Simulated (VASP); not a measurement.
NaF (Villiaumite), 2 atoms in the cell. The structure is cubic, space group Fm-3m (No. 225). Conventional cell: a = 4.503 Å, b = 4.503 Å, c = 4.503 Å, α = 90.00°, β = 90.00°, γ = 90.00°. Na (site symmetry m-3m) has 6 F at 2.25 Å within 3.0 Å. F (site symmetry m-3m) has 6 Na at 2.25 Å within 3.0 Å. 

| Property | Result |
| --- | --- |
| Program | VASP 6.6.1 |
| Task | single point |
| Functional | LDA |
| Potentials or basis | VASP PAW LDA potentials, release 64 (Na_pv, F) |
| Cutoff | 520 eV |
| k mesh | 8 × 8 × 8 |
| Occupations | gaussian, width 0.02 eV |
| Spin | no spin polarisation |
| Dipole correction | no |
| Further INCAR settings | ALGO = Normal; EDIFF = 1e-06; NBANDS = 14 |

Potentials or basis: VASP PAW LDA potentials, release 64 (Na_pv, F).

Command:

```bash
$ cat potpaw_LDA.64/Na_pv/POTCAR potpaw_LDA.64/F/POTCAR > POTCAR
$ mpirun -np 1 vasp_std > vasp.out
```

Hardware: 1 thread of Intel(R) Xeon(R) 6975P-C (Granite Rapids), with other jobs on the host.

Problem. Estimate the wall time of this run.

Solution. Run time: 2.7 s on 1 thread of Intel(R) Xeon(R) 6975P-C (Granite Rapids), with other jobs on the host, peak memory 0.12 GiB. Counts: scf iterations 12, k points 29.
